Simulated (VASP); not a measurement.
Wanted: the native input for a VASP 6.6.1 run.

| Quantity | Value |
| --- | --- |
| Task | single point |
| Functional | LDA |
| Potentials or basis | VASP PAW LDA potentials, release 64 (Tl_d, Bi_d) |
| Cutoff | 520 eV |
| k mesh | 5 × 5 × 5 |
| Occupations | methfessel-paxton, width 0.05 eV |
| Spin | no spin polarisation |
| Dipole correction | no |
| Further INCAR settings | ALGO = Normal; EDIFF = 1e-06; NBANDS = 37 |

The structure of TlBi3 lies in POSCAR:

```
TlBi3
1.0
    5.0351450000      0.0000000000      0.0000000000
    0.0000000000      5.0351450000      0.0000000000
    0.0000000000      0.0000000000      5.0351450000
Tl Bi
1 3
Direct
    0.0000000000      0.0000000000      0.0000000000
    0.0000000000      0.5000000000      0.5000000000
    0.5000000000      0.0000000000      0.5000000000
    0.5000000000      0.5000000000      0.0000000000
```

These files were run (other wordings do the same):

INCAR

```
ALGO     = Normal         # electronic algorithm
EDIFF    = 1E-6           # SCF threshold, eV
ENCUT    = 520            # plane-wave cutoff, eV
ISIF     = 2              # what is computed and relaxed
ISMEAR   = 1              # smearing method
LASPH    = T              # aspherical terms in the spheres
LCHARG   = F              # write CHGCAR
LREAL    = F              # projectors in reciprocal space
LWAVE    = F              # write WAVECAR
NBANDS   = 37             # bands
NELM     = 60             # most SCF steps
PREC     = Accurate       # precision mode
SIGMA    = 0.05           # smearing width, eV
```

KPOINTS

```
k-points
0
Gamma
  5 5 5
```

Potentials or basis: VASP PAW LDA potentials, release 64 (Tl_d, Bi_d).

The run is started by

```sh
$ cat potpaw_LDA.64/Tl_d/POTCAR potpaw_LDA.64/Bi_d/POTCAR > POTCAR
$ mpirun -np 1 vasp_std > vasp.out
```

Results of the run:

```yaml
Pressure: -3.8 GPa
Band_gap_on_the_k_mesh: zero (band 29 reaches 9.08 eV, above the bottom of band 30 at 6.27 eV)
```

Caveat: spin-orbit coupling is left out, which moves the levels of the heavy elements.

Wall time 64 s on 1 thread of AMD EPYC 7R13, on a shared host, peak memory 0.18 GiB.
